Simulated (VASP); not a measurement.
# NaI (Fm-3m) in VASP: single point with r2SCAN

Aim: the single point of NaI with r2SCAN.

All numbers are computed with VASP 6.6.1; they aren't measurements. Logs are shortened: lines on timing, memory, paths and dates and some standing lists are left out, and cuts for length are marked.

**1. The cell of the first run**

It takes space group Fm-3m (No. 225, cubic). Conventional cell: a = 6.535 Å, b = 6.535 Å, c = 6.535 Å, α = 90.00°, β = 90.00°, γ = 90.00°. Within 4.3 Å of Na (site symmetry m-3m) lie 6 I at 3.27 Å. I (site symmetry m-3m) has 6 Na at 3.27 Å within 4.3 Å.

**2. Single point, r2SCAN**

POSCAR reads:

```
NaI
1.0
    0.0000000000      3.2672770000      3.2672770000
    3.2672770000      0.0000000000      3.2672770000
    3.2672770000      3.2672770000      0.0000000000
Na I
1 1
Direct
    0.0000000000      0.0000000000      0.0000000000
    0.5000000000      0.5000000000      0.5000000000
```

INCAR.step1 reads:

```
SYSTEM = NaI
PREC = Accurate ; ENCUT = 520
ISMEAR = -1 ; SIGMA = 0.1
LREAL = .FALSE. ; LASPH = .TRUE.
NELM = 60 ; NBANDS = 14
GGA = PE ; ALGO = Normal
EDIFF = 1E-4 ; LWAVE = .TRUE.
LCHARG = .FALSE.
```

INCAR.step2 reads:

```
SYSTEM = NaI
PREC = Accurate ; ENCUT = 520
EDIFF = 1E-6 ; ISMEAR = -1
SIGMA = 0.1 ; LREAL = .FALSE.
LASPH = .TRUE. ; NELM = 60
ALGO = Normal ; ISIF = 2
LWAVE = .FALSE. ; LCHARG = .FALSE.
METAGGA = R2SCAN ; LMIXTAU = .TRUE.
NBANDS = 14 ; ISTART = 1
```

KPOINTS reads:

```
Automatic mesh
0
G
  7 7 7
  0 0 0
```

Potentials or basis: VASP PAW PBE potentials, release 64 (Na_pv, I).

Run with:

```bash
$ cat potpaw_PBE.64/Na_pv/POTCAR potpaw_PBE.64/I/POTCAR > POTCAR
$ cp INCAR.step1 INCAR
$ mpirun -np 1 vasp_std > vasp.out
$ cp INCAR.step2 INCAR
$ mpirun -np 1 vasp_std > vasp.out
```

OUTCAR:

```text
SYSTEM = NaI
   PREC = Accurate
   ENCUT = 520
   EDIFF = 1E-6
   ISMEAR = -1
   LREAL = .FALSE.
   LASPH = .TRUE.
   NELM = 60
   ISIF = 2
   METAGGA = R2SCAN
   ISTART = 1

 ion  position               nearest neighbor table
   1  0.000  0.000  0.000-
   2  0.500  0.500  0.500-

  LATTYP: Found a face centered cubic cell.
 ALAT       =     6.5345540000

  Lattice vectors:

 A1 = (   0.0000000000,   3.2672770000,   3.2672770000)
 A2 = (   3.2672770000,   0.0000000000,   3.2672770000)
 A3 = (   3.2672770000,   3.2672770000,   0.0000000000)

Analysis of symmetry for initial positions (statically):
=====================================================================
 Subroutine PRICEL returns:
 Original cell was already a primitive cell.

 Routine SETGRP: Setting up the symmetry group for a
 face centered cubic supercell.

 Subroutine GETGRP returns: Found 48 space group operations
 (whereof 48 operations were pure point group operations)
 out of a pool of 48 trial point group operations.

The static configuration has the point symmetry O_h .

Analysis of symmetry for dynamics (positions and initial velocities):
=====================================================================
 Subroutine PRICEL returns:
 Original cell was already a primitive cell.

 Routine SETGRP: Setting up the symmetry group for a
 face centered cubic supercell.

 Subroutine GETGRP returns: Found 48 space group operations
 (whereof 48 operations were pure point group operations)
 out of a pool of 48 trial point group operations.

The dynamic configuration has the point symmetry O_h .

 Subroutine INISYM returns: Found 48 space group operations
 (whereof 48 operations are pure point group operations),
 and found     1 'primitive' translations

----------------------------------------------------------------------------------------

                                     Primitive cell

  volume of cell :      69.7570

  direct lattice vectors                    reciprocal lattice vectors
     0.000000000  3.267277000  3.267277000    -0.153032632  0.153032632  0.153032632
     3.267277000  0.000000000  3.267277000     0.153032632 -0.153032632  0.153032632
     3.267277000  3.267277000  0.000000000     0.153032632  0.153032632 -0.153032632

  length of vectors
     4.620627445  4.620627445  4.620627445     0.265060294  0.265060294  0.265060294

  position of ions in fractional coordinates (direct lattice)
     0.000000000  0.000000000  0.000000000
     0.500000000  0.500000000  0.500000000

  ion indices of the primitive-cell ions
   primitive index   ion index
                 1           1
                 2           2

----------------------------------------------------------------------------------------

 KPOINTS: Automatic mesh

Automatic generation of k-mesh.
 Grid dimensions read from file:
 generate k-points for:    7    7    7

 Generating k-lattice:

  Cartesian coordinates                     Fractional coordinates (reciprocal lattice)
    -0.021861805  0.021861805  0.021861805     0.142857143  0.000000000  0.000000000
     0.021861805 -0.021861805  0.021861805     0.000000000  0.142857143  0.000000000
     0.021861805  0.021861805 -0.021861805     0.000000000  0.000000000  0.142857143

  Length of vectors
     0.037865756  0.037865756  0.037865756

  Shift w.r.t. Gamma in fractional coordinates (k-lattice)
     0.000000000  0.000000000  0.000000000

 Subroutine IBZKPT returns following result:
 ===========================================

 Found     20 irreducible k-points:

 Following reciprocal coordinates:
            Coordinates               Weight
  0.000000  0.000000  0.000000      1.000000
  0.142857  0.000000  0.000000      8.000000
  0.285714  0.000000  0.000000      8.000000
  0.428571  0.000000  0.000000      8.000000
  0.142857  0.142857  0.000000      6.000000
  0.285714  0.142857  0.000000     24.000000
[... 12 lines left out ...]
 -0.428571  0.428571  0.142857     24.000000
 -0.285714  0.428571  0.142857     24.000000
   k-points           NKPTS =     20   k-points in BZ     NKDIM =     20   number of bands    NBANDS=     14
   number of dos      NEDOS =    301   number of ions     NIONS =      2
   total plane-waves  NPLWV =  46656
   dimension x,y,z NGX =    36 NGY =   36 NGZ =   36
   dimension x,y,z NGXF=    72 NGYF=   72 NGZF=   72
   ions per type =               1   1
   NGX,Y,Z   is equivalent  to a cutoff of  12.95, 12.95, 12.95 a.u.
   NGXF,Y,Z  is equivalent  to a cutoff of  25.90, 25.90, 25.90 a.u.
 SYSTEM =  NaI
   PREC   = accura    normal or accurate (medium, high low for compatibility)
   ISTART =      1    job   : 0-new  1-cont  2-samecut
   ICHARG =      0    charge: 1-file 2-atom 10-const
   ISPIN  =      1    spin polarized calculation?
   LNONCOLLINEAR =      F non collinear calculations
   LSORBIT =      F    spin-orbit coupling
   LASPH  =      T    aspherical Exc in radial PAW
   ENCUT  =  520.0 eV  38.22 Ry    6.18 a.u.   8.59  8.59  8.59*2*pi/ulx,y,z
   NELM   =     60;   NELMIN=  2; NELMDL=  0     # of ELM steps
   EDIFF  = 0.1E-05   stopping-criterion for ELM
   LREAL  =      F    real-space projection
   EDIFFG = 0.1E-04   stopping-criterion for IOM
   NSW    =      0    number of steps for IOM
   IBRION =     -1    ionic relax: 0-MD 1-quasi-New 2-CG
   NFREE  =      0    steps in history (QN), initial steepest desc. (CG)
   ISIF   =      2    stress and relaxation
   ISYM   =      2    0-nonsym 1-usesym 2-fastsym
   POTIM  = 0.5000    time-step for ionic-motion
   TEBEG  =    0.0;   TEEND  =   0.0 temperature during run
   PSTRESS=    0.0 pullay stress
   NELECT =      14.0000    total number of electrons
   NUPDOWN=      -1.0000    fix difference up-down
   EMIN   =  10.00;   EMAX   =-10.00  energy-range for DOS
   EFERMI =   0.00;   METHOD = LEGACY
   ISMEAR =    -1;   SIGMA  =   0.10  broadening in eV -4-tet -1-fermi 0-gaus
   EFERMI_NEDOS =   21; number of points for ismear=-14 and -15
   IALGO  =     38    algorithm
   IMIX   =      4    mixing-type and parameters
     AMIX     =   0.40;   BMIX     =  1.00
     AMIX_MAG =   1.60;   BMIX_MAG =  1.00
  volume/ion in A,a.u.               =      34.88       235.37
  Fermi-wavevector in a.u.,A,eV,Ry     =   0.958491  1.811286 12.499751  0.918706
  Thomas-Fermi vector in A             =   2.087603
   LORBIT       =      0    0 simple, 1 ext, 2 COOP (PROOUT), +10 PAW based schemes
   METAGGA = R2SCAN    functional components
   LHFCALC =     F    Hartree Fock is set to
   AEXX    =    0.0000 exact exchange contribution
   IVDW    =     0    specifies the selected vdW correction
   LEPSILON=     F    determine dielectric tensor
   LRPA    =     F    only Hartree local field effects (RPA)
 non-spin polarized calculation
  energy-cutoff  :      520.00
  volume of cell :       69.76
 maximum number of plane-waves:      1899
   NGX = 17   NGY = 17   NGZ = 17

 number of electron      13.9999994 magnetization

 Free energy of the ion-electron system (eV)
  ---------------------------------------------------
  ext. energy  EPLUGINS =         0.00000000
  ---------------------------------------------------
  free energy    TOTEN  =       -31.08052809 eV

  energy without entropy =      -31.08052809  energy(sigma->0) =      -31.08052809

 E-fermi :   2.5362     XC(G=0):  -7.9473

 val. band max:        0.2853297644   @ k =   0.0000   0.0000   0.0000
 cond. band min:       4.6387174708   @ k =   0.0000   0.0000   0.0000
 fundamental gap:      4.3533877064
 Fermi energy:         2.5361516954

 k-point     1 :       0.0000    0.0000    0.0000
  band No.  band energies     occupation
      1     -22.9976      2.00000
      2     -22.9972      2.00000
      3     -22.9972      2.00000
      4     -10.9870      2.00000
      5       0.2853      2.00000
      6       0.2853      2.00000
      7       0.2853      2.00000
      8       4.6387      0.00000
      9       8.7590      0.00000
     10       8.7590      0.00000
     11       8.7590      0.00000
     12      10.5662      0.00000
     13      10.5662      0.00000
     14      11.3668      0.00000

 k-point     2 :       0.1429    0.0000    0.0000
  band No.  band energies     occupation
      1     -22.9981      2.00000
      2     -22.9975      2.00000
      3     -22.9973      2.00000
      4     -10.9328      2.00000
      5      -0.2407      2.00000
      6       0.2291      2.00000
      7       0.2291      2.00000
      8       5.2451      0.00000
      9       8.3437      0.00000
     10       8.9442      0.00000
     11       8.9443      0.00000
     12      10.1423      0.00000
     13      10.1424      0.00000
     14      11.9689      0.00000

 k-point     3 :       0.2857    0.0000    0.0000
  band No.  band energies     occupation
      1     -22.9999      2.00000
      2     -22.9977      2.00000
      3     -22.9974      2.00000
      4     -10.8055      2.00000
      5      -1.1385      2.00000
      6       0.1091      2.00000
      7       0.1092      2.00000
      8       5.9504      0.00000
      9       8.5714      0.00000
     10       8.7246      0.00000
     11       8.7248      0.00000
     12      10.6973      0.00000
     13      10.6973      0.00000
     14      11.3609      0.00000

 k-point     4 :       0.4286    0.0000    0.0000
  band No.  band energies     occupation
      1     -23.0014      2.00000
      2     -22.9977      2.00000
      3     -22.9975      2.00000
      4     -10.6973      2.00000
      5      -1.7204      2.00000
      6       0.0187      2.00000
      7       0.0187      2.00000
      8       5.9793      0.00000
      9       8.3779      0.00000
     10       8.3781      0.00000
     11       9.6613      0.00000
     12      11.1684      0.00000
     13      12.3310      0.00000
     14      12.3310      0.00000

 k-point     5 :       0.1429    0.1429    0.0000
  band No.  band energies     occupation
      1     -22.9981      2.00000
      2     -22.9976      2.00000
      3     -22.9975      2.00000
      4     -10.9155      2.00000
      5      -0.2416      2.00000
      6       0.1301      2.00000
      7       0.1301      2.00000
      8       5.4615      0.00000
      9       7.9422      0.00000
     10       9.2233      0.00000
     11       9.2365      0.00000
[... 208 lines left out ...]
 k-point    18 :      -0.4286    0.2857    0.1429
  band No.  band energies     occupation
      1     -23.0006      2.00000
      2     -22.9989      2.00000
      3     -22.9979      2.00000
      4     -10.6412      2.00000
      5      -1.4322      2.00000
      6      -0.6734      2.00000
      7      -0.2205      2.00000
      8       7.0509      0.00000
      9       7.3458      0.00000
     10       8.5322      0.00000
     11       9.5098      0.00000
     12      11.4451      0.00000
     13      12.4897      0.00000
     14      13.6810      0.00000

 k-point    19 :      -0.4286    0.4286    0.1429
  band No.  band energies     occupation
      1     -23.0003      2.00000
      2     -22.9990      2.00000
      3     -22.9985      2.00000
      4     -10.6140      2.00000
      5      -1.3817      2.00000
      6      -0.6655      2.00000
      7      -0.4637      2.00000
      8       6.2515      0.00000
      9       7.1195      0.00000
     10       9.0675      0.00000
     11      10.3714      0.00000
     12      12.1168      0.00000
     13      13.0397      0.00000
     14      14.0297      0.00000

 k-point    20 :      -0.2857    0.4286    0.1429
  band No.  band energies     occupation
      1     -22.9998      2.00000
      2     -22.9997      2.00000
      3     -22.9986      2.00000
      4     -10.6026      2.00000
      5      -1.1491      2.00000
      6      -1.0786      2.00000
      7      -0.4359      2.00000
      8       6.6742      0.00000
      9       7.8647      0.00000
     10       8.7690      0.00000
     11       9.2333      0.00000
     12      11.9604      0.00000
     13      12.5326      0.00000
     14      14.5722      0.00000

------------------------ aborting loop because EDIFF is reached ----------------------------------------

  FORCE on cell =-STRESS in cart. coord.  units (eV):
  Direction    XX          YY          ZZ          XY          YZ          ZX
  --------------------------------------------------------------------------------------
  -------------------------------------------------------------------------------------
  Total       -0.2589094     -0.2589094     -0.2589094      0.0000000      0.0000000      0.0000000
  in kB       -5.9466247     -5.9466247     -5.9466247      0.0000000      0.0000000      0.0000000
  external PRESSURE =      -5.9466247 kB  Pullay stress =       0.0000000 kB

 VOLUME and BASIS-vectors are now :
 -----------------------------------------------------------------------------
  energy-cutoff  :      520.00
  volume of cell :       69.76
      direct lattice vectors                 reciprocal lattice vectors
     0.000000000  3.267277000  3.267277000    -0.153032632  0.153032632  0.153032632
     3.267277000  0.000000000  3.267277000     0.153032632 -0.153032632  0.153032632
     3.267277000  3.267277000  0.000000000     0.153032632  0.153032632 -0.153032632

 POSITION                                       TOTAL-FORCE (eV/Angst)
 -----------------------------------------------------------------------------------
      0.00000      0.00000      0.00000         0.000000      0.000000      0.000000
      3.26728      3.26728      3.26728        -0.000000     -0.000000     -0.000000
 -----------------------------------------------------------------------------------
    total drift:                                0.000000      0.000000      0.000000

  FREE ENERGIE OF THE ION-ELECTRON SYSTEM (eV)
  ---------------------------------------------------
  free  energy   TOTEN  =       -31.0805280922 eV

  energy  without entropy=      -31.0805280921  energy(sigma->0) =      -31.08052809
```

Wall time 1.9 min (1 thread of Intel Xeon 8259CL, shared host); peak memory 0.22 GiB.

Results:

* Free energy: -31.0805 eV
* Pressure: -0.6 GPa
* Band gap on the k mesh: 4.35 eV, direct

Caveat: the PAW data sets were made with another functional, which shifts forces and pressure a little; spin-orbit coupling is left out, which moves the levels of the heavy elements. r2SCAN opens gaps a little over a GGA but as a rule still falls short of measured ones.
